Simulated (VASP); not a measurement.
A run of VASP 6.6.1:

The input INCAR:

```
  ALGO = Normal
  EDIFF = 1E-7
  ENCUT = 520
  GGA = PE
  ISIF = 2
  ISMEAR = -1
  ISPIN = 2
  LASPH = True
  LCHARG = False
  LMAXMIX = 4
  LORBIT = 11
  LREAL = False
  LWAVE = False
  MAGMOM = 2.5 0
  NBANDS = 19
  NELM = 150
  PREC = Accurate
  SIGMA = 0.05
```

The input KPOINTS:

```
k-points
0
Gamma
  11 11 11
```

The input POSCAR:

```
NiO
1.0
    0.0000000000      2.0859016414      2.0859016414
    2.0859016414      0.0000000000      2.0859016414
    2.0859016414      2.0859016414      0.0000000000
Ni O
1 1
Direct
    0.0000000000      0.0000000000      0.0000000000
    0.5000000000      0.5000000000      0.5000000000
```

Potentials or basis: VASP PAW PBE potentials, release 64 (Ni, O).

Launch:

```sh
$ cat potpaw_PBE.64/Ni/POTCAR potpaw_PBE.64/O/POTCAR > POTCAR
$ mpirun -np 1 vasp_std > vasp.out
```

Hardware: 1 thread of Intel(R) Xeon(R) Platinum 8259CL CPU @ 2.50GHz (Skylake/Cascade Lake) (shared host).

Q: How long does it take, and how much memory?

A: Run time: 30 s on 1 thread of Intel(R) Xeon(R) Platinum 8259CL CPU @ 2.50GHz (Skylake/Cascade Lake), on a shared host, peak memory 0.17 GiB. Counts: scf iterations 16, k points 56.
